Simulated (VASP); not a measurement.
# MgO (Fm-3m) in VASP: a series of runs

The runs below take MgO through relaxation of cell and atoms, with LDA.

All numbers are computed with VASP 6.6.1; they aren't measurements. Logs are shortened: lines on timing, memory, paths and dates and some standing lists are left out, and cuts for length are marked.

## (1) The cell of the first run

The structure is cubic, space group Fm-3m (No. 225). The conventional cell has a = 4.107 Å, b = 4.107 Å, c = 4.107 Å, α = 90.00°, β = 90.00°, γ = 90.00°. Within 2.7 Å of Mg (site symmetry m-3m) lie 6 O at 2.05 Å. O (site symmetry m-3m) has 6 Mg at 2.05 Å within 2.7 Å.

## (2) Relaxation of cell and atoms, LDA, target pressure 18 GPa, at which the enthalpy is minimised

INCAR

```
PREC = Accurate
ENCUT = 600
EDIFF = 1E-7
ISMEAR = 0
SIGMA = 0.01
LREAL = False
LASPH = True
NELM = 120
ALGO = Normal
ISIF = 3
LWAVE = False
LCHARG = False
GGA = CA
IBRION = 2
NSW = 80
EDIFFG = -0.001
PSTRESS = 180.0
GGA_COMPAT = False
NELMIN = 4
```

KPOINTS

```
Automatic mesh
0
Gamma
  10 10 10
```

POSCAR

```
MgO
1.0
    0.0000000000      2.0537103279      2.0537103279
    2.0537103279      0.0000000000      2.0537103279
    2.0537103279      2.0537103279      0.0000000000
Mg O
1 1
Direct
    0.0000000000      0.0000000000      0.0000000000
    0.5000000000      0.5000000000      0.5000000000
```

Potentials or basis: VASP PAW LDA potentials, release 64 (Mg, O).

On the command line:

```
$ cat potpaw_LDA.64/Mg/POTCAR potpaw_LDA.64/O/POTCAR > POTCAR
$ mpirun -np 1 vasp_std > vasp.out
```

OUTCAR:

```text
PREC = Accurate
   ENCUT = 600
   EDIFF = 1E-7
   ISMEAR = 0
   LREAL = False
   LASPH = True
   NELM = 120
   ISIF = 3
   GGA = CA
   IBRION = 2
   NSW = 80
   EDIFFG = -0.001
   PSTRESS = 180.0
   NELMIN = 4

 ion  position               nearest neighbor table
   1  0.000  0.000  0.000-   2 2.05   2 2.05   2 2.05   2 2.05   2 2.05   2 2.05
   2  0.500  0.500  0.500-   1 2.05   1 2.05   1 2.05   1 2.05   1 2.05   1 2.05

  LATTYP: Found a face centered cubic cell.
 ALAT       =     4.1074206558

  Lattice vectors:

 A1 = (   0.0000000000,   2.0537103279,   2.0537103279)
 A2 = (   2.0537103279,   0.0000000000,   2.0537103279)
 A3 = (   2.0537103279,   2.0537103279,   0.0000000000)

Analysis of symmetry for initial positions (statically):
=====================================================================
 Subroutine PRICEL returns:
 Original cell was already a primitive cell.

 Routine SETGRP: Setting up the symmetry group for a
 face centered cubic supercell.

 Subroutine GETGRP returns: Found 48 space group operations
 (whereof 48 operations were pure point group operations)
 out of a pool of 48 trial point group operations.

The static configuration has the point symmetry O_h .

Analysis of symmetry for dynamics (positions and initial velocities):
=====================================================================
 Subroutine PRICEL returns:
 Original cell was already a primitive cell.

 Routine SETGRP: Setting up the symmetry group for a
 face centered cubic supercell.

 Subroutine GETGRP returns: Found 48 space group operations
 (whereof 48 operations were pure point group operations)
 out of a pool of 48 trial point group operations.

The dynamic configuration has the point symmetry O_h .

 Subroutine INISYM returns: Found 48 space group operations
 (whereof 48 operations are pure point group operations),
 and found     1 'primitive' translations

----------------------------------------------------------------------------------------

                                     Primitive cell

  volume of cell :      17.3240

  direct lattice vectors                    reciprocal lattice vectors
     0.000000000  2.053710328  2.053710328    -0.243461794  0.243461794  0.243461794
     2.053710328  0.000000000  2.053710328     0.243461794 -0.243461794  0.243461794
     2.053710328  2.053710328  0.000000000     0.243461794  0.243461794 -0.243461794

  length of vectors
     2.904384999  2.904384999  2.904384999     0.421688196  0.421688196  0.421688196

  position of ions in fractional coordinates (direct lattice)
     0.000000000  0.000000000  0.000000000
     0.500000000  0.500000000  0.500000000

  ion indices of the primitive-cell ions
   primitive index   ion index
                 1           1
                 2           2

----------------------------------------------------------------------------------------

 KPOINTS: Automatic mesh

Automatic generation of k-mesh.
 Grid dimensions read from file:
 generate k-points for:   10   10   10

 Generating k-lattice:

  Cartesian coordinates                     Fractional coordinates (reciprocal lattice)
    -0.024346179  0.024346179  0.024346179     0.100000000  0.000000000  0.000000000
     0.024346179 -0.024346179  0.024346179     0.000000000  0.100000000  0.000000000
     0.024346179  0.024346179 -0.024346179     0.000000000  0.000000000  0.100000000

  Length of vectors
     0.042168820  0.042168820  0.042168820

  Shift w.r.t. Gamma in fractional coordinates (k-lattice)
     0.000000000  0.000000000  0.000000000

 Subroutine IBZKPT returns following result:
 ===========================================

 Found     47 irreducible k-points:

 Following reciprocal coordinates:
            Coordinates               Weight
  0.000000  0.000000  0.000000      1.000000
  0.100000  0.000000  0.000000      8.000000
  0.200000  0.000000  0.000000      8.000000
  0.300000  0.000000  0.000000      8.000000
  0.400000  0.000000  0.000000      8.000000
  0.500000  0.000000  0.000000      4.000000
[... 16 lines left out ...]
  0.300000  0.300000  0.000000      6.000000
  0.400000  0.300000  0.000000     24.000000
 [... further k-points ...]
   k-points           NKPTS =     47   k-points in BZ     NKDIM =     47   number of bands    NBANDS=      8
   number of dos      NEDOS =    301   number of ions     NIONS =      2
   total plane-waves  NPLWV =  13824
   dimension x,y,z NGX =    24 NGY =   24 NGZ =   24
   dimension x,y,z NGXF=    48 NGYF=   48 NGZF=   48
   ions per type =               1   1
   NGX,Y,Z   is equivalent  to a cutoff of  13.74, 13.74, 13.74 a.u.
   NGXF,Y,Z  is equivalent  to a cutoff of  27.48, 27.48, 27.48 a.u.
 SYSTEM =  unknown system
   PREC   = accura    normal or accurate (medium, high low for compatibility)
   ISTART =      0    job   : 0-new  1-cont  2-samecut
   ICHARG =      2    charge: 1-file 2-atom 10-const
   ISPIN  =      1    spin polarized calculation?
   LNONCOLLINEAR =      F non collinear calculations
   LSORBIT =      F    spin-orbit coupling
   LASPH  =      T    aspherical Exc in radial PAW
   ENCUT  =  600.0 eV  44.10 Ry    6.64 a.u.   5.80  5.80  5.80*2*pi/ulx,y,z
   NELM   =    120;   NELMIN=  4; NELMDL= -5     # of ELM steps
   EDIFF  = 0.1E-06   stopping-criterion for ELM
   LREAL  =      F    real-space projection
   EDIFFG = -.1E-02   stopping-criterion for IOM
   NSW    =     80    number of steps for IOM
   IBRION =      2    ionic relax: 0-MD 1-quasi-New 2-CG
   NFREE  =      1    steps in history (QN), initial steepest desc. (CG)
   ISIF   =      3    stress and relaxation
   ISYM   =      2    0-nonsym 1-usesym 2-fastsym
   POTIM  = 0.5000    time-step for ionic-motion
   TEBEG  =    0.0;   TEEND  =   0.0 temperature during run
   PSTRESS=  180.0 pullay stress
   NELECT =       8.0000    total number of electrons
   NUPDOWN=      -1.0000    fix difference up-down
   EMIN   =  10.00;   EMAX   =-10.00  energy-range for DOS
   EFERMI =   0.00;   METHOD = LEGACY
   ISMEAR =     0;   SIGMA  =   0.01  broadening in eV -4-tet -1-fermi 0-gaus
   EFERMI_NEDOS =   21; number of points for ismear=-14 and -15
   IALGO  =     38    algorithm
   IMIX   =      4    mixing-type and parameters
     AMIX     =   0.40;   BMIX     =  1.00
     AMIX_MAG =   1.60;   BMIX_MAG =  1.00
  volume/ion in A,a.u.               =       8.66        58.45
  Fermi-wavevector in a.u.,A,eV,Ry     =   1.265384  2.391229 21.785600  1.601196
  Thomas-Fermi vector in A             =   2.398640
   LORBIT       =      0    0 simple, 1 ext, 2 COOP (PROOUT), +10 PAW based schemes
   GGA     = CA    functional components
   LHFCALC =     F    Hartree Fock is set to
   AEXX    =    0.0000 exact exchange contribution
   IVDW    =     0    specifies the selected vdW correction
   LEPSILON=     F    determine dielectric tensor
   LRPA    =     F    only Hartree local field effects (RPA)
 conjugate gradient relaxation of ions
 non-spin polarized calculation
 Gauss-broadening in eV      SIGMA  =   0.01
  energy-cutoff  :      600.00
  volume of cell :       17.32
 maximum number of plane-waves:       589
   NGX = 11   NGY = 11   NGZ = 11

--------------------------------------- Ionic step        1  -------------------------------------------

 number of electron       7.9999997 magnetization

 Free energy of the ion-electron system (eV)
  ---------------------------------------------------
  ext. energy  EPLUGINS =         0.00000000
  ---------------------------------------------------
  free energy    TOTEN  =       -13.44045550 eV

  energy without entropy =      -13.44045550  energy(sigma->0) =      -13.44045550

------------------------ aborting loop because EDIFF is reached ----------------------------------------

  FORCE on cell =-STRESS in cart. coord.  units (eV):
  Direction    XX          YY          ZZ          XY          YZ          ZX
  --------------------------------------------------------------------------------------
  -------------------------------------------------------------------------------------
  Total        0.5434832      0.5434832      0.5434832      0.0000000     -0.0000000     -0.0000000
  in kB       50.2630831     50.2630831     50.2630831      0.0000000     -0.0000000     -0.0000000
  external PRESSURE =    -129.7369169 kB  Pullay stress =     180.0000000 kB
[... 175 lines left out ...]
  enthalpy is  TOTEN    =       -11.5355442838 eV   P V=        1.8377963741

--------------------------------------- Ionic step        6  -------------------------------------------

 number of electron       7.9999999 magnetization

 Free energy of the ion-electron system (eV)
  ---------------------------------------------------
  ext. energy  EPLUGINS =         0.00000000
  ---------------------------------------------------
  free energy    TOTEN  =       -13.37224867 eV

  energy without entropy =      -13.37224867  energy(sigma->0) =      -13.37224867

 E-fermi :   4.0659     XC(G=0): -12.2507

 val. band max:        3.9683550124   @ k =   0.0000   0.0000   0.0000
 cond. band min:      10.0430035532   @ k =   0.0000   0.0000   0.0000
 fundamental gap:      6.0746485408
 Fermi energy:         4.0659457280

 k-point     1 :       0.0000    0.0000    0.0000
  band No.  band energies     occupation
      1     -13.7892      2.00000
      2       3.9684      2.00000
      3       3.9684      2.00000
      4       3.9684      2.00000
      5      10.0430      0.00000
      6      20.2149      0.00000
      7      20.2149      0.00000
      8      20.2149      0.00000
[... 243 lines left out ...]
 k-point    24 :       0.4000    0.3000    0.0000
  band No.  band energies     occupation
      1     -12.1532      2.00000
      2      -0.1210      2.00000
      3       2.4305      2.00000
      4       2.6923      2.00000
      5      14.0347      0.00000
      6      15.0237      0.00000
      7      18.7628      0.00000
      8      23.6261      0.00000

 [... further k-points ...]

------------------------ aborting loop because EDIFF is reached ----------------------------------------

  FORCE on cell =-STRESS in cart. coord.  units (eV):
  Direction    XX          YY          ZZ          XY          YZ          ZX
  --------------------------------------------------------------------------------------
  -------------------------------------------------------------------------------------
  Total        1.8367010      1.8367010      1.8367010      0.0000000      0.0000000      0.0000000
  in kB      180.0001122    180.0001122    180.0001122      0.0000000      0.0000000      0.0000000
  external PRESSURE =       0.0001122 kB  Pullay stress =     180.0000000 kB
[... 17 lines left out ...]
  FREE ENERGIE OF THE ION-ELECTRON SYSTEM (eV)
  ---------------------------------------------------
  free  energy   TOTEN  =       -13.3722486735 eV

  energy  without entropy=      -13.3722486735  energy(sigma->0) =      -13.37224867

  enthalpy is  TOTEN    =       -11.5355488147 eV   P V=        1.8366998588

 reached required accuracy - stopping structural energy minimisation
```

Run time: 50 s. Hardware: 1 thread of Intel Xeon 8259CL, shared host; peak memory 0.14 GiB.

Results:

```
Free energy                                                : -13.3722 eV
Relaxed volume                                             : 8.17 Å³/atom
Relaxed cell                                               : a = 2.849 Å, b = 2.849 Å, c = 2.849 Å, α = 60.00°, β = 60.00°, γ = 60.00°
Space group after relaxing (to 0.1 Å)                      : Fm-3m (No. 225)
Energy change on relaxing (the run minimises the enthalpy) : +34.1 meV/atom
Ionic steps                                                : 6
Pressure after relaxing                                    : 18.0 GPa
Band gap on the k mesh                                     : 6.07 eV
```

Step by step:
```csv
step,energy change (eV),largest force (eV/Å),pressure (GPa),volume (Å³)
1,0.0000,0.0000,5.03,17.32
2,0.1766,0.0000,30.40,15.62
3,0.0676,0.0000,17.93,16.35
4,0.0698,0.0000,18.22,16.33
5,0.0671,0.0000,17.85,16.36
6,0.0682,0.0000,18.00,16.35
```

Final structure:
```
Mg O
1.0
     0.00000    2.01441    2.01441
     2.01441    0.00000    2.01441
     2.01441    2.01441    0.00000
Mg O
1 1
Direct
  0.00000 0.00000 0.00000
  0.50000 0.50000 0.50000
```

Caveat: the cell is relaxed towards a set pressure, so the run minimises the enthalpy, not the energy. Zero-point motion and thermal expansion aren't in these numbers.

(Part 1 of 2 ends here.)
